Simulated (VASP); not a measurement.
# SnTe (Fmmm) in VASP: relaxation of cell and atoms with PBE

Aim: the relaxation of cell and atoms of SnTe with PBE.

Program: VASP 6.6.1. These are calculated values, not measurements. Logs are shortened: lines on timing, memory, paths and dates and some standing lists are left out, and cuts for length are marked.

### Step 1. The cell of the first run

The structure is orthorhombic, space group Fmmm (No. 69). Conventional cell: a = 6.291 Å, b = 8.544 Å, c = 9.811 Å, α = 90.00°, β = 90.00°, γ = 90.00°. Within 4.0 Å of Sn (site symmetry m2m) lie 4 Te at 3.03 to 3.48 Å and 2 Sn at 3.15 Å. Within 4.0 Å of Te (site symmetry mm2) lie 4 Sn at 3.03 to 3.48 Å and 2 Te at 3.19 Å.

### Step 2. Relaxation of cell and atoms, PBE

INCAR

```
ALGO = Normal ; EDIFF = 1E-7
EDIFFG = -0.01 ; ENCUT = 600
GGA = PE ; IBRION = 2
ISIF = 3 ; ISMEAR = 0
LASPH = T ; LCHARG = F
LREAL = F ; LWAVE = F
NELM = 80 ; NSW = 100
PREC = Accurate ; SIGMA = 0.01
```

KPOINTS

```
k-points
0
Gamma
  8 8 8
```

POSCAR

```
SnTe
1.0
    0.0000000000      4.2720828573      4.9056949535
    3.1452848710      0.0000000000      4.9056949535
    3.1452848710      4.2720828573      0.0000000000
Sn Te
2 2
Direct
    0.7447320455      0.2552679545      0.7447320455
    0.2552679545      0.7447320455      0.2552679545
    0.7238675034      0.7238675034      0.2761324966
    0.2761324966      0.2761324966      0.7238675034
```

Potentials or basis: VASP PAW PBE potentials, release 64 (Sn_d, Te).

Run with:

```
$ cat potpaw_PBE.64/Sn_d/POTCAR potpaw_PBE.64/Te/POTCAR > POTCAR
$ mpirun -np 1 vasp_std > vasp.out
```

OUTCAR:

```text
EDIFF = 1E-7
   EDIFFG = -0.01
   ENCUT = 600
   GGA = PE
   IBRION = 2
   ISIF = 3
   ISMEAR = 0
   LASPH = T
   LREAL = F
   NELM = 80
   NSW = 100
   PREC = Accurate

 ion  position               nearest neighbor table
   1  0.745  0.255  0.745-   3 3.03   4 3.03   2 3.15   2 3.15   4 3.48   3 3.48
   2  0.255  0.745  0.255-   3 3.03   4 3.03   1 3.15   1 3.15   4 3.48   3 3.48
   3  0.724  0.724  0.276-   1 3.03   2 3.03   4 3.19   4 3.19   2 3.48   1 3.48
   4  0.276  0.276  0.724-   1 3.03   2 3.03   3 3.19   3 3.19   2 3.48   1 3.48

  LATTYP: Found a face centered orthorhombic cell.
 ALAT       =     6.2905697420
 B/A-ratio  =     1.3582498987
 C/A-ratio  =     1.5596981370

  Lattice vectors:

 A1 = (   0.0000000000,   4.2720828573,   4.9056949535)
 A2 = (   3.1452848710,   0.0000000000,   4.9056949535)
 A3 = (   3.1452848710,   4.2720828573,   0.0000000000)

Analysis of symmetry for initial positions (statically):
=====================================================================
 Subroutine PRICEL returns:
 Original cell was already a primitive cell.

 Routine SETGRP: Setting up the symmetry group for a
 face centered orthorhombic supercell.

 Subroutine GETGRP returns: Found  8 space group operations
 (whereof  8 operations were pure point group operations)
 out of a pool of  8 trial point group operations.

The static configuration has the point symmetry D_2h.

Analysis of symmetry for dynamics (positions and initial velocities):
=====================================================================
 Subroutine PRICEL returns:
 Original cell was already a primitive cell.

 Routine SETGRP: Setting up the symmetry group for a
 face centered orthorhombic supercell.

 Subroutine GETGRP returns: Found  8 space group operations
 (whereof  8 operations were pure point group operations)
 out of a pool of  8 trial point group operations.

The dynamic configuration has the point symmetry D_2h.

 Subroutine INISYM returns: Found  8 space group operations
 (whereof  8 operations are pure point group operations),
 and found     1 'primitive' translations

----------------------------------------------------------------------------------------

                                     Primitive cell

  volume of cell :     131.8348

  direct lattice vectors                    reciprocal lattice vectors
[... 114 lines left out ...]
  Thomas-Fermi vector in A             =   2.236469
   LORBIT       =      0    0 simple, 1 ext, 2 COOP (PROOUT), +10 PAW based schemes
   GGA     = PE    functional components
   LHFCALC =     F    Hartree Fock is set to
   AEXX    =    0.0000 exact exchange contribution
   IVDW    =     0    specifies the selected vdW correction
   LEPSILON=     F    determine dielectric tensor
   LRPA    =     F    only Hartree local field effects (RPA)
 conjugate gradient relaxation of ions
 non-spin polarized calculation
 Gauss-broadening in eV      SIGMA  =   0.01
  energy-cutoff  :      600.00
  volume of cell :      131.83
 maximum number of plane-waves:      4424
 NGX is ok and might be reduce to    54
   NGX = 25   NGY = 23   NGZ = 21

--------------------------------------- Ionic step        1  -------------------------------------------

 number of electron      39.9999993 magnetization

 Free energy of the ion-electron system (eV)
  ---------------------------------------------------
  ext. energy  EPLUGINS =         0.00000000
  ---------------------------------------------------
  free energy    TOTEN  =       -14.47701700 eV

  energy without entropy =      -14.47684476  energy(sigma->0) =      -14.47693088

------------------------ aborting loop because EDIFF is reached ----------------------------------------

  FORCE on cell =-STRESS in cart. coord.  units (eV):
  Direction    XX          YY          ZZ          XY          YZ          ZX
  --------------------------------------------------------------------------------------
  -------------------------------------------------------------------------------------
  Total        1.3457998     -0.6055539     -0.4217017      0.0000000      0.0000000      0.0000000
  in kB       16.3553879     -7.3592442     -5.1249037      0.0000000      0.0000000      0.0000000
  external PRESSURE =       1.2904133 kB  Pullay stress =       0.0000000 kB
[... 95 lines left out ...]
  FREE ENERGIE OF THE ION-ELECTRON SYSTEM (eV)
  ---------------------------------------------------
  free  energy   TOTEN  =       -14.4893196979 eV

  energy  without entropy=      -14.4893196979  energy(sigma->0) =      -14.48931970

[... ionic steps 4 to 10 ...]

--------------------------------------- Ionic step       11  -------------------------------------------

 number of electron      40.0000000 magnetization

------------------------ aborting loop because EDIFF is reached ----------------------------------------
[... 71 lines left out ...]
--------------------------------------- Ionic step       13  -------------------------------------------

 number of electron      40.0000001 magnetization

 Free energy of the ion-electron system (eV)
  ---------------------------------------------------
  ext. energy  EPLUGINS =         0.00000000
  ---------------------------------------------------
  free energy    TOTEN  =       -14.49258970 eV

  energy without entropy =      -14.49258970  energy(sigma->0) =      -14.49258970

 E-fermi :   6.1007     XC(G=0):  -9.2036

 val. band max:        6.0358133983   @ k =  -0.1250   0.2500   0.2500
 cond. band min:       6.1748619905   @ k =   0.5000   0.5000   0.0000
 fundamental gap:      0.1390485922
 Fermi energy:         6.1007372601

 k-point     1 :       0.0000    0.0000    0.0000
  band No.  band energies     occupation
      1     -15.6717      2.00000
      2     -15.6265      2.00000
      3     -15.6216      2.00000
      4     -15.6188      2.00000
      5     -15.5989      2.00000
      6     -15.5974      2.00000
[... 637 lines left out ...]
     23       8.5960      0.00000
     24       9.0920      0.00000

 [... further k-points ...]

------------------------ aborting loop because EDIFF is reached ----------------------------------------

  FORCE on cell =-STRESS in cart. coord.  units (eV):
  Direction    XX          YY          ZZ          XY          YZ          ZX
  --------------------------------------------------------------------------------------
  -------------------------------------------------------------------------------------
  Total        0.0200831     -0.0026523     -0.0167861      0.0000000      0.0000000      0.0000000
  in kB        0.2413525     -0.0318749     -0.2017306      0.0000000      0.0000000      0.0000000
  external PRESSURE =       0.0025823 kB  Pullay stress =       0.0000000 kB
[... 19 lines left out ...]
  FREE ENERGIE OF THE ION-ELECTRON SYSTEM (eV)
  ---------------------------------------------------
  free  energy   TOTEN  =       -14.4925897045 eV

  energy  without entropy=      -14.4925897045  energy(sigma->0) =      -14.49258970

 reached required accuracy - stopping structural energy minimisation
```

OSZICAR:

```text
N       E                     dE             d eps       ncg     rms          rms(c)
DAV:   1     0.346931012087E+03    0.34693E+03   -0.20662E+04  4568   0.213E+03
DAV:   2     0.273315598706E+02   -0.31960E+03   -0.31657E+03  4632   0.504E+02
DAV:   3    -0.130332596610E+02   -0.40365E+02   -0.39875E+02  5848   0.159E+02
[... 121 lines left out ...]
DAV:   3    -0.144925884606E+02    0.13350E-03   -0.49835E-04  6176   0.267E-01    0.170E-02
DAV:   4    -0.144925892454E+02   -0.78476E-06   -0.39391E-05  5088   0.645E-02    0.153E-02
DAV:   5    -0.144925890960E+02    0.14937E-06   -0.28433E-06  7672   0.145E-02    0.868E-03
DAV:   6    -0.144925896354E+02   -0.53940E-06   -0.95383E-07  5200   0.110E-02    0.620E-04
DAV:   7    -0.144925897045E+02   -0.69113E-07   -0.74754E-08  2688   0.280E-03
  13 F= -.14492590E+02 E0= -.14492590E+02  d E =-.325760E-03
```

CONTCAR:

```text
SnTe
   1.00000000000000
    -0.0000000000000000    4.2381977385499088    4.9386378664872401
     3.1847157507801662   -0.0000000000000000    4.9386378664872401
     3.1847157507801662    4.2381977385499088    0.0000000000000000
  Sn              Te
     2     2
Direct
     0.7401430684293151    0.2598569315706850    0.7401430684293151
     0.2598569315706850    0.7401430684293151    0.2598569315706850
     0.7229076370787246    0.7229076370787246    0.2770923629212751
     0.2770923629212751    0.2770923629212751    0.7229076370787246

  0.00000000E+00  0.00000000E+00  0.00000000E+00
  0.00000000E+00  0.00000000E+00  0.00000000E+00
  0.00000000E+00  0.00000000E+00  0.00000000E+00
  0.00000000E+00  0.00000000E+00  0.00000000E+00
```

Wall time 70 min (1 thread of Oxide Virtual Turin-like, shared host); peak memory 0.55 GiB.

Results:

| Quantity | Value |
| --- | --- |
| Free energy | -14.4926 eV |
| Relaxed volume | 33.33 Å³/atom |
| Relaxed cell | a = 6.508 Å, b = 5.876 Å, c = 5.301 Å, α = 71.00°, β = 58.63°, γ = 50.37° |
| Space group after relaxing (to 0.1 Å) | Fmmm (No. 69) |
| Energy gained by relaxing | 3.9 meV/atom |
| Ionic steps | 13 |
| Pressure after relaxing | 0.0 GPa |
| Largest force after relaxing | 0.008 eV/Å |
| Band gap on the k mesh | 0.14 eV (least direct gap 0.19 eV) |

Forces in eV/Å, atoms in the order of the input:
```
Sn   0.000 -0.005  0.000
Sn   0.000  0.005  0.000
Te   0.000  0.000  0.008
Te   0.000  0.000 -0.008
```

The path:
```csv
step,energy change (eV),largest force (eV/Å),pressure (GPa),volume (Å³)
1,0.0000,0.1090,0.13,131.83
2,-0.0116,0.0490,0.01,132.32
3,-0.0123,0.0653,0.02,132.23
4,-0.0129,0.0605,0.01,132.32
5,-0.0143,0.0455,-0.02,132.60
6,-0.0148,0.0332,-0.08,133.14
7,-0.0149,0.0266,-0.06,132.92
8,-0.0151,0.0036,0.17,132.47
9,-0.0152,0.0063,0.10,132.61
10,-0.0152,0.0097,0.07,132.66
11,-0.0155,0.0069,0.03,133.02
12,-0.0156,0.0125,-0.01,133.48
13,-0.0156,0.0083,0.00,133.32
```

Final structure:
```cif
data_structure
_symmetry_space_group_name_H-M 'P 1'
_symmetry_Int_Tables_number 1
_cell_length_a 6.5079
_cell_length_b 5.8764
_cell_length_c 5.3014
_cell_angle_alpha 71.000
_cell_angle_beta 58.625
_cell_angle_gamma 50.375
_cell_volume 133.32
loop_
_atom_site_label
_atom_site_type_symbol
_atom_site_fract_x
_atom_site_fract_y
_atom_site_fract_z
_atom_site_occupancy
Sn1 Sn 0.74014 0.25986 0.74014 1
Sn2 Sn 0.25986 0.74014 0.25986 1
Te1 Te 0.72291 0.72291 0.27709 1
Te2 Te 0.27709 0.27709 0.72291 1
```

Caveat: semilocal functionals underestimate gaps, and a narrow one can read as zero; spin-orbit coupling is left out, which moves the levels of the heavy elements. A k mesh can miss the band edges.
